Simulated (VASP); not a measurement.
# Os (P6_3/mmc) in VASP: further runs

The runs below take Os through single point, with PBEsol, PBE exchange alone, PBE0, RPBE+D4.

Program: VASP 6.6.1. These are calculated values, not measurements. Logs are shortened: lines on timing, memory, paths and dates and some standing lists are left out, and cuts for length are marked.

**1. The cell of the first run**

Symmetry: P6_3/mmc, No. 194, hexagonal system. The conventional cell has a = 2.864 Å, b = 2.864 Å, c = 4.526 Å, α = 90.00°, β = 90.00°, γ = 120.00°. Os (site symmetry -6m2) has 12 Os at 2.80 to 2.86 Å within 3.7 Å.

**2. Single point, PBEsol, collinear spin (16.08 Å³/atom)**

Input file INCAR:

```
SYSTEM = Os
PREC = Accurate
ENCUT = 520
EDIFF = 1E-6
ISMEAR = -1
SIGMA = 0.05
LREAL = .False.
LASPH = .True.
NELM = 150
ALGO = Normal
ISIF = 2
LWAVE = .False.
LCHARG = .False.
ISPIN = 2
MAGMOM = 1 -1
LORBIT = 11
LMAXMIX = 4
GGA = PS
NBANDS = 19
```

Input file KPOINTS:

```
regular mesh
0
Gamma
  11 11 6
  0 0 0
```

Input file POSCAR:

```
Os
1.0
    2.8644880073      0.0000000000      0.0000000000
   -1.4322440037      2.4807193832      0.0000000000
    0.0000000000      0.0000000000      4.5257045628
Os
2
Direct
    0.6666666667      0.3333333333      0.7500000000
    0.3333333333      0.6666666667      0.2500000000
```

Potentials or basis: VASP PAW PBE potentials, release 64 (Os).

Started as:

```bash
cat potpaw_PBE.64/Os/POTCAR > POTCAR
mpirun -np 1 vasp_std > vasp.out
```

OUTCAR:

```text
SYSTEM = Os
   PREC = Accurate
   ENCUT = 520
   EDIFF = 1E-6
   ISMEAR = -1
   LREAL = .False.
   LASPH = .True.
   NELM = 150
   ISIF = 2
   ISPIN = 2
   LORBIT = 11
   GGA = PS

 ion  position               nearest neighbor table
   1  0.667  0.333  0.750-   2 2.80   2 2.80   2 2.80   2 2.80   2 2.80   2 2.80
   2  0.333  0.667  0.250-   1 2.80   1 2.80   1 2.80   1 2.80   1 2.80   1 2.80

  LATTYP: Found a hexagonal cell.
 ALAT       =     2.8644880073
 C/A-ratio  =     1.5799348963

  Lattice vectors:

 A1 = (   2.8644880073,   0.0000000000,   0.0000000000)
 A2 = (  -1.4322440037,   2.4807193832,   0.0000000000)
 A3 = (   0.0000000000,   0.0000000000,   4.5257045628)

Analysis of symmetry for initial positions (statically):
=====================================================================
 Subroutine PRICEL returns:
 Original cell was already a primitive cell.

 Routine SETGRP: Setting up the symmetry group for a
 hexagonal supercell.

 Subroutine GETGRP returns: Found 24 space group operations
 (whereof 12 operations were pure point group operations)
 out of a pool of 24 trial point group operations.

The static configuration has the point symmetry D_3d.
 The point group associated with its full space group is D_6h.

Analysis of symmetry for dynamics (positions and initial velocities):
=====================================================================
 Subroutine PRICEL returns:
 Original cell was already a primitive cell.

 Routine SETGRP: Setting up the symmetry group for a
 hexagonal supercell.

 Subroutine GETGRP returns: Found 24 space group operations
 (whereof 12 operations were pure point group operations)
 out of a pool of 24 trial point group operations.

The dynamic configuration has the point symmetry D_3d.
 The point group associated with its full space group is D_6h.

Analysis of structural, dynamic, and magnetic symmetry:
=====================================================================
 Subroutine PRICEL returns:
 Original cell was already a primitive cell.

 Routine SETGRP: Setting up the symmetry group for a
 hexagonal supercell.

 Subroutine GETGRP returns: Found 24 space group operations
 (whereof 12 operations were pure point group operations)
 out of a pool of 24 trial point group operations.

The overall configuration has the point symmetry D_3d.
 The point group associated with its full space group is D_6h.

 Subroutine INISYM returns: Found 24 space group operations
[... 117 lines left out ...]
     AMIX_MAG =   1.60;   BMIX_MAG =  1.00
  volume/ion in A,a.u.               =      16.08       108.51
  Fermi-wavevector in a.u.,A,eV,Ry     =   1.297213  2.451377 22.895352  1.682761
  Thomas-Fermi vector in A             =   2.428620
   LORBIT       =     11    0 simple, 1 ext, 2 COOP (PROOUT), +10 PAW based schemes
   GGA     = PS    functional components
   LHFCALC =     F    Hartree Fock is set to
   AEXX    =    0.0000 exact exchange contribution
   IVDW    =     0    specifies the selected vdW correction
   LEPSILON=     F    determine dielectric tensor
   LRPA    =     F    only Hartree local field effects (RPA)
 spin polarized calculation
  energy-cutoff  :      520.00
  volume of cell :       32.16
 maximum number of plane-waves:       886
 NGX is ok and might be reduce to    24
   NGX = 11   NGY = 11   NGZ = 17

 number of electron      16.0000001 magnetization       0.0000000

 number of electron      16.0000001 magnetization      -0.0000000

 Free energy of the ion-electron system (eV)
  ---------------------------------------------------
  ext. energy  EPLUGINS =         0.00000000
  ---------------------------------------------------
  free energy    TOTEN  =       -23.77877463 eV

  energy without entropy =      -23.76219713  energy(sigma->0) =      -23.77048588

 E-fermi :   7.2691     XC(G=0): -13.3690

 val. band max:        7.2495712067   @ k =   0.3636  -0.0000   0.3333
 cond. band min:       7.3161533517   @ k =   0.2727   0.0000   0.0000
 fundamental gap:      0.0665821450
 Fermi energy:         7.2690735415

 spin component 1

 k-point     1 :       0.0000    0.0000    0.0000
  band No.  band energies     occupation
      1      -2.4352      1.00000
      2       0.7408      1.00000
      3       4.8373      1.00000
      4       4.8373      1.00000
      5       5.0235      1.00000
      6       5.5053      1.00000
[... 517 lines left out ...]
     18      27.0198      0.00000
     19      28.0657      0.00000

 [... further k-points ...]

 spin component 2

 k-point     1 :       0.0000    0.0000    0.0000
  band No.  band energies     occupation
      1      -2.4352      1.00000
      2       0.7408      1.00000
      3       4.8373      1.00000
      4       4.8373      1.00000
      5       5.0235      1.00000
      6       5.5053      1.00000
[... 517 lines left out ...]
     18      27.0198      0.00000
     19      28.0657      0.00000

 [... further k-points ...]

------------------------ aborting loop because EDIFF is reached ----------------------------------------

  FORCE on cell =-STRESS in cart. coord.  units (eV):
  Direction    XX          YY          ZZ          XY          YZ          ZX
  --------------------------------------------------------------------------------------
  -------------------------------------------------------------------------------------
  Total       -8.7786344     -8.7786344     -9.3952160      0.0000000     -0.0000000      0.0000000
  in kB     -437.3475463   -437.3475463   -468.0653609      0.0000000     -0.0000000      0.0000000
  external PRESSURE =    -447.5868179 kB  Pullay stress =       0.0000000 kB

 VOLUME and BASIS-vectors are now :
 -----------------------------------------------------------------------------
  energy-cutoff  :      520.00
  volume of cell :       32.16
      direct lattice vectors                 reciprocal lattice vectors
     2.864488007  0.000000000  0.000000000     0.349102526  0.201554438  0.000000000
    -1.432244004  2.480719383  0.000000000     0.000000000  0.403108875  0.000000000
     0.000000000  0.000000000  4.525704563     0.000000000  0.000000000  0.220960071

 POSITION                                       TOTAL-FORCE (eV/Angst)
 -----------------------------------------------------------------------------------
      1.43224      0.82691      3.39428        -0.000000      0.000000      0.000000
     -0.00000      1.65381      1.13143         0.000000     -0.000000      0.000000
 -----------------------------------------------------------------------------------
    total drift:                               -0.000000      0.000000     -0.000000

  FREE ENERGIE OF THE ION-ELECTRON SYSTEM (eV)
  ---------------------------------------------------
  free  energy   TOTEN  =       -23.7787746350 eV

  energy  without entropy=      -23.7621971343  energy(sigma->0) =      -23.77048588

 total charge

# of ion       s       p       d       tot
------------------------------------------
    1        0.587   0.617   5.825   7.029
    2        0.587   0.617   5.825   7.029
--------------------------------------------------
tot          1.175   1.233  11.649  14.057

 magnetization (x)

# of ion       s       p       d       tot
------------------------------------------
    1       -0.000  -0.000  -0.000  -0.000
    2        0.000   0.000   0.000   0.000
--------------------------------------------------
tot          0.000   0.000   0.000   0.000
```

Run time: 2.8 min. Hardware: 1 thread of AMD EPYC 7R13, shared host; peak memory 0.18 GiB.

What came out:

```yaml
Free_energy: -23.7788 eV
Pressure: -44.8 GPa
Band_gap_on_the_k_mesh: zero (filled and empty bands overlap)
Net_moment: 0.00 μB per cell
Valence_electrons_inside_the_program's_atomic_spheres: Os 7.03
```

Caveat: the cell stands under tension; the PAW data sets were made with another functional, which shifts forces and pressure a little; spin-orbit coupling is left out, which moves the levels of the heavy elements.

(Continued in part 2 of 2.)

The gap in the log of VASP goes by the Fermi energy; the results here count the filled bands.